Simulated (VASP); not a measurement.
# GaP (F-43m) in VASP: single point with PBE

Aim: the single point of GaP with PBE.

All numbers are computed with VASP 6.6.1; they aren't measurements. Logs are shortened: lines on timing, memory, paths and dates and some standing lists are left out, and cuts for length are marked.

### 1 The cell of the first run

Symmetry: F-43m, No. 216, cubic system. Conventional cell: a = 5.505 Å, b = 5.505 Å, c = 5.505 Å, α = 90.00°, β = 90.00°, γ = 90.00°. Within 3.1 Å of Ga (site symmetry -43m) lie 4 P at 2.38 Å. P (site symmetry -43m) has 4 Ga at 2.38 Å within 3.1 Å.

### 2 Single point, PBE

INCAR reads:

```
PREC = Accurate
ENCUT = 520
EDIFF = 1E-7
ISMEAR = 0
SIGMA = 0.02
LREAL = F
LASPH = T
NELM = 60
ALGO = Normal
ISIF = 2
LWAVE = F
LCHARG = T
GGA = PE
LELF = T
LVHAR = T
NBANDS = 16
```

KPOINTS reads:

```
regular mesh
0
Gamma
  8 8 8
```

POSCAR reads:

```
GaP
1.0
    0.0000000000      2.7525584819      2.7525584819
    2.7525584819      0.0000000000      2.7525584819
    2.7525584819      2.7525584819      0.0000000000
Ga P
1 1
Direct
    0.0000000000      0.0000000000      0.0000000000
    0.2500000000      0.2500000000      0.2500000000
```

Potentials or basis: VASP PAW PBE potentials, release 64 (Ga_d, P).

Command:

```sh
cat potpaw_PBE.64/Ga_d/POTCAR potpaw_PBE.64/P/POTCAR > POTCAR
mpirun -np 1 vasp_std > vasp.out
```

OUTCAR:

```text
PREC = Accurate
   ENCUT = 520
   EDIFF = 1E-7
   ISMEAR = 0
   LREAL = F
   LASPH = T
   NELM = 60
   ISIF = 2
   GGA = PE

 ion  position               nearest neighbor table
   1  0.000  0.000  0.000-   2 2.38   2 2.38   2 2.38   2 2.38
   2  0.250  0.250  0.250-   1 2.38   1 2.38   1 2.38   1 2.38

  LATTYP: Found a face centered cubic cell.
 ALAT       =     5.5051169638

  Lattice vectors:

 A1 = (   0.0000000000,   2.7525584819,   2.7525584819)
 A2 = (   2.7525584819,   0.0000000000,   2.7525584819)
 A3 = (   2.7525584819,   2.7525584819,   0.0000000000)

Analysis of symmetry for initial positions (statically):
=====================================================================
 Subroutine PRICEL returns:
 Original cell was already a primitive cell.

 Routine SETGRP: Setting up the symmetry group for a
 face centered cubic supercell.

 Subroutine GETGRP returns: Found 24 space group operations
 (whereof 24 operations were pure point group operations)
 out of a pool of 48 trial point group operations.

The static configuration has the point symmetry T_d .

Analysis of symmetry for dynamics (positions and initial velocities):
=====================================================================
 Subroutine PRICEL returns:
 Original cell was already a primitive cell.

 Routine SETGRP: Setting up the symmetry group for a
 face centered cubic supercell.

 Subroutine GETGRP returns: Found 24 space group operations
 (whereof 24 operations were pure point group operations)
 out of a pool of 48 trial point group operations.

The dynamic configuration has the point symmetry T_d .

 Subroutine INISYM returns: Found 24 space group operations
 (whereof 24 operations are pure point group operations),
 and found     1 'primitive' translations

----------------------------------------------------------------------------------------

                                     Primitive cell

  volume of cell :      41.7099

  direct lattice vectors                    reciprocal lattice vectors
     0.000000000  2.752558482  2.752558482    -0.181649183  0.181649183  0.181649183
     2.752558482  0.000000000  2.752558482     0.181649183 -0.181649183  0.181649183
     2.752558482  2.752558482  0.000000000     0.181649183  0.181649183 -0.181649183

  length of vectors
     3.892705536  3.892705536  3.892705536     0.314625614  0.314625614  0.314625614

  position of ions in fractional coordinates (direct lattice)
     0.000000000  0.000000000  0.000000000
     0.250000000  0.250000000  0.250000000

  ion indices of the primitive-cell ions
   primitive index   ion index
                 1           1
                 2           2

----------------------------------------------------------------------------------------

 KPOINTS: regular mesh

Automatic generation of k-mesh.
 Grid dimensions read from file:
 generate k-points for:    8    8    8

 Generating k-lattice:

  Cartesian coordinates                     Fractional coordinates (reciprocal lattice)
    -0.022706148  0.022706148  0.022706148     0.125000000  0.000000000  0.000000000
     0.022706148 -0.022706148  0.022706148     0.000000000  0.125000000  0.000000000
     0.022706148  0.022706148 -0.022706148     0.000000000  0.000000000  0.125000000

  Length of vectors
     0.039328202  0.039328202  0.039328202

  Shift w.r.t. Gamma in fractional coordinates (k-lattice)
     0.000000000  0.000000000  0.000000000

 Subroutine IBZKPT returns following result:
 ===========================================

 Found     29 irreducible k-points:

 Following reciprocal coordinates:
            Coordinates               Weight
  0.000000  0.000000  0.000000      1.000000
  0.125000  0.000000  0.000000      8.000000
  0.250000  0.000000  0.000000      8.000000
  0.375000  0.000000  0.000000      8.000000
  0.500000  0.000000  0.000000      4.000000
  0.125000  0.125000  0.000000      6.000000
[... 16 lines left out ...]
  0.500000  0.250000  0.125000     48.000000
 -0.375000  0.250000  0.125000     24.000000
 [... further k-points ...]
   k-points           NKPTS =     29   k-points in BZ     NKDIM =     29   number of bands    NBANDS=     16
   number of dos      NEDOS =    301   number of ions     NIONS =      2
   total plane-waves  NPLWV =  27000
   dimension x,y,z NGX =    30 NGY =   30 NGZ =   30
   dimension x,y,z NGXF=    60 NGYF=   60 NGZF=   60
   ions per type =               1   1
   NGX,Y,Z   is equivalent  to a cutoff of  12.81, 12.81, 12.81 a.u.
   NGXF,Y,Z  is equivalent  to a cutoff of  25.62, 25.62, 25.62 a.u.
 SYSTEM =  unknown system
   PREC   = accura    normal or accurate (medium, high low for compatibility)
   ISTART =      0    job   : 0-new  1-cont  2-samecut
   ICHARG =      2    charge: 1-file 2-atom 10-const
   ISPIN  =      1    spin polarized calculation?
   LNONCOLLINEAR =      F non collinear calculations
   LSORBIT =      F    spin-orbit coupling
   LASPH  =      T    aspherical Exc in radial PAW
   ENCUT  =  520.0 eV  38.22 Ry    6.18 a.u.   7.24  7.24  7.24*2*pi/ulx,y,z
   NELM   =     60;   NELMIN=  2; NELMDL= -5     # of ELM steps
   EDIFF  = 0.1E-06   stopping-criterion for ELM
   LREAL  =      F    real-space projection
   EDIFFG = 0.1E-05   stopping-criterion for IOM
   NSW    =      0    number of steps for IOM
   IBRION =     -1    ionic relax: 0-MD 1-quasi-New 2-CG
   NFREE  =      0    steps in history (QN), initial steepest desc. (CG)
   ISIF   =      2    stress and relaxation
   ISYM   =      2    0-nonsym 1-usesym 2-fastsym
   POTIM  = 0.5000    time-step for ionic-motion
   TEBEG  =    0.0;   TEEND  =   0.0 temperature during run
   PSTRESS=    0.0 pullay stress
   NELECT =      18.0000    total number of electrons
   NUPDOWN=      -1.0000    fix difference up-down
   EMIN   =  10.00;   EMAX   =-10.00  energy-range for DOS
   EFERMI =   0.00;   METHOD = LEGACY
   ISMEAR =     0;   SIGMA  =   0.02  broadening in eV -4-tet -1-fermi 0-gaus
   EFERMI_NEDOS =   21; number of points for ismear=-14 and -15
   IALGO  =     38    algorithm
   IMIX   =      4    mixing-type and parameters
     AMIX     =   0.40;   BMIX     =  1.00
     AMIX_MAG =   1.60;   BMIX_MAG =  1.00
  volume/ion in A,a.u.               =      20.85       140.74
  Fermi-wavevector in a.u.,A,eV,Ry     =   1.237141  2.337857 20.823951  1.530517
  Thomas-Fermi vector in A             =   2.371720
   LORBIT       =      0    0 simple, 1 ext, 2 COOP (PROOUT), +10 PAW based schemes
   GGA     = PE    functional components
   LHFCALC =     F    Hartree Fock is set to
   AEXX    =    0.0000 exact exchange contribution
   IVDW    =     0    specifies the selected vdW correction
   LEPSILON=     F    determine dielectric tensor
   LRPA    =     F    only Hartree local field effects (RPA)
 non-spin polarized calculation
 Gauss-broadening in eV      SIGMA  =   0.02
  energy-cutoff  :      520.00
  volume of cell :       41.71
 maximum number of plane-waves:      1158
 NGX is ok and might be reduce to    30
   NGX = 15   NGY = 15   NGZ = 15

 number of electron      18.0000003 magnetization

 Free energy of the ion-electron system (eV)
  ---------------------------------------------------
  ext. energy  EPLUGINS =         0.00000000
  ---------------------------------------------------
  free energy    TOTEN  =        -9.12558135 eV

  energy without entropy =       -9.12558135  energy(sigma->0) =       -9.12558135

 E-fermi :   4.5082     XC(G=0):  -9.6971

 val. band max:        4.3520559846   @ k =   0.0000   0.0000   0.0000
 cond. band min:       5.9318787016   @ k =   0.0000   0.0000   0.0000
 fundamental gap:      1.5798227170
 Fermi energy:         4.5081563728

 k-point     1 :       0.0000    0.0000    0.0000
  band No.  band energies     occupation
      1     -10.1521      2.00000
      2     -10.1521      2.00000
      3     -10.1521      2.00000
      4     -10.0613      2.00000
      5     -10.0613      2.00000
      6      -7.9188      2.00000
[... 8 lines left out ...]
     15      14.0974      0.00000
     16      14.0974      0.00000

 k-point     2 :       0.1250    0.0000    0.0000
  band No.  band energies     occupation
      1     -10.1639      2.00000
      2     -10.1479      2.00000
      3     -10.1479      2.00000
      4     -10.0613      2.00000
      5     -10.0613      2.00000
      6      -7.7244      2.00000
[... 8 lines left out ...]
     15      13.4915      0.00000
     16      13.9126      0.00000

 k-point     3 :       0.2500    0.0000    0.0000
  band No.  band energies     occupation
      1     -10.1904      2.00000
      2     -10.1388      2.00000
      3     -10.1388      2.00000
      4     -10.0601      2.00000
      5     -10.0601      2.00000
      6      -7.1737      2.00000
[... 8 lines left out ...]
     15      13.3075      0.00000
     16      14.1989      0.00000

 k-point     4 :       0.3750    0.0000    0.0000
  band No.  band energies     occupation
      1     -10.2146      2.00000
      2     -10.1318      2.00000
      3     -10.1318      2.00000
      4     -10.0568      2.00000
      5     -10.0568      2.00000
      6      -6.4104      2.00000
[... 8 lines left out ...]
     15      14.4635      0.00000
     16      14.4635      0.00000

 k-point     5 :       0.5000    0.0000    0.0000
  band No.  band energies     occupation
      1     -10.2241      2.00000
      2     -10.1296      2.00000
      3     -10.1296      2.00000
      4     -10.0546      2.00000
      5     -10.0546      2.00000
      6      -5.9494      2.00000
[... 8 lines left out ...]
     15      15.9421      0.00000
     16      15.9421      0.00000

 k-point     6 :       0.1250    0.1250    0.0000
  band No.  band energies     occupation
      1     -10.1718      2.00000
      2     -10.1439      2.00000
      3     -10.1439      2.00000
      4     -10.0649      2.00000
      5     -10.0584      2.00000
      6      -7.6597      2.00000
[... 8 lines left out ...]
     15      14.2665      0.00000
     16      14.3386      0.00000

 k-point     7 :       0.2500    0.1250    0.0000
  band No.  band energies     occupation
      1     -10.1929      2.00000
      2     -10.1361      2.00000
      3     -10.1343      2.00000
      4     -10.0676      2.00000
      5     -10.0557      2.00000
      6      -7.2262      2.00000
[... 8 lines left out ...]
     15      14.3342      0.00000
     16      15.3489      0.00000

 k-point     8 :       0.3750    0.1250    0.0000
  band No.  band energies     occupation
      1     -10.2140      2.00000
      2     -10.1301      2.00000
      3     -10.1264      2.00000
      4     -10.0660      2.00000
      5     -10.0532      2.00000
      6      -6.5156      2.00000
[... 8 lines left out ...]
     15      15.0902      0.00000
     16      15.1624      0.00000

 k-point     9 :       0.5000    0.1250    0.0000
  band No.  band energies     occupation
      1     -10.2256      2.00000
      2     -10.1275      2.00000
      3     -10.1237      2.00000
      4     -10.0607      2.00000
      5     -10.0535      2.00000
      6      -5.8718      2.00000
[... 8 lines left out ...]
     15      15.9435      0.00000
     16      16.1233      0.00000
[... 172 lines left out ...]
 k-point    19 :       0.5000    0.3750    0.0000
  band No.  band energies     occupation
      1     -10.2509      2.00000
      2     -10.1016      2.00000
      3     -10.0977      2.00000
      4     -10.0866      2.00000
      5     -10.0445      2.00000
      6      -5.2918      2.00000
[... 8 lines left out ...]
     15      16.2751      0.00000
     16      17.3665      0.00000

 k-point    20 :      -0.3750    0.3750    0.0000
  band No.  band energies     occupation
      1     -10.2435      2.00000
      2     -10.1105      2.00000
      3     -10.1014      2.00000
      4     -10.0782      2.00000
      5     -10.0501      2.00000
      6      -5.1275      2.00000
[... 8 lines left out ...]
     15      14.7019      0.00000
     16      18.7718      0.00000

 k-point    21 :       0.5000    0.5000    0.0000
  band No.  band energies     occupation
      1     -10.2583      2.00000
      2     -10.0932      2.00000
      3     -10.0932      2.00000
      4     -10.0927      2.00000
      5     -10.0417      2.00000
      6      -5.0902      2.00000
[... 8 lines left out ...]
     15      16.6831      0.00000
     16      17.2186      0.00000

 k-point    22 :       0.3750    0.2500    0.1250
  band No.  band energies     occupation
      1     -10.2116      2.00000
      2     -10.1280      2.00000
      3     -10.1244      2.00000
      4     -10.0707      2.00000
      5     -10.0531      2.00000
      6      -6.7048      2.00000
[... 8 lines left out ...]
     15      15.3554      0.00000
     16      16.5830      0.00000

 k-point    23 :       0.5000    0.2500    0.1250
  band No.  band energies     occupation
      1     -10.2256      2.00000
      2     -10.1246      2.00000
      3     -10.1161      2.00000
      4     -10.0689      2.00000
      5     -10.0532      2.00000
      6      -5.9871      2.00000
[... 8 lines left out ...]
     15      15.7333      0.00000
     16      17.0509      0.00000

 k-point    24 :      -0.3750    0.2500    0.1250
  band No.  band energies     occupation
      1     -10.2307      2.00000
      2     -10.1241      2.00000
      3     -10.1132      2.00000
      4     -10.0657      2.00000
      5     -10.0546      2.00000
      6      -5.5606      2.00000
[... 8 lines left out ...]
     15      16.2470      0.00000
     16      16.6889      0.00000

 [... further k-points ...]
[... 5 lines left out ...]
  --------------------------------------------------------------------------------------
  -------------------------------------------------------------------------------------
  Total        0.0086139      0.0086139      0.0086139     -0.0000000      0.0000000      0.0000000
  in kB        0.3308807      0.3308807      0.3308807     -0.0000000      0.0000000      0.0000000
  external PRESSURE =       0.3308807 kB  Pullay stress =       0.0000000 kB

 VOLUME and BASIS-vectors are now :
 -----------------------------------------------------------------------------
  energy-cutoff  :      520.00
  volume of cell :       41.71
      direct lattice vectors                 reciprocal lattice vectors
     0.000000000  2.752558482  2.752558482    -0.181649183  0.181649183  0.181649183
     2.752558482  0.000000000  2.752558482     0.181649183 -0.181649183  0.181649183
     2.752558482  2.752558482  0.000000000     0.181649183  0.181649183 -0.181649183

 POSITION                                       TOTAL-FORCE (eV/Angst)
 -----------------------------------------------------------------------------------
      0.00000      0.00000      0.00000         0.000000      0.000000     -0.000000
      1.37628      1.37628      1.37628        -0.000000     -0.000000      0.000000
 -----------------------------------------------------------------------------------
    total drift:                                0.000002      0.000002      0.000002

  FREE ENERGIE OF THE ION-ELECTRON SYSTEM (eV)
  ---------------------------------------------------
  free  energy   TOTEN  =        -9.1255813477 eV

  energy  without entropy=       -9.1255813477  energy(sigma->0) =       -9.12558135
```

Run time: 11 s. Hardware: 1 thread of Intel Xeon 6975P-C (Granite Rapids), shared host; peak memory 0.17 GiB.

What came out:

```
Free energy            : -9.1256 eV
Pressure               : 0.0 GPa
Band gap on the k mesh : 1.58 eV, direct
```
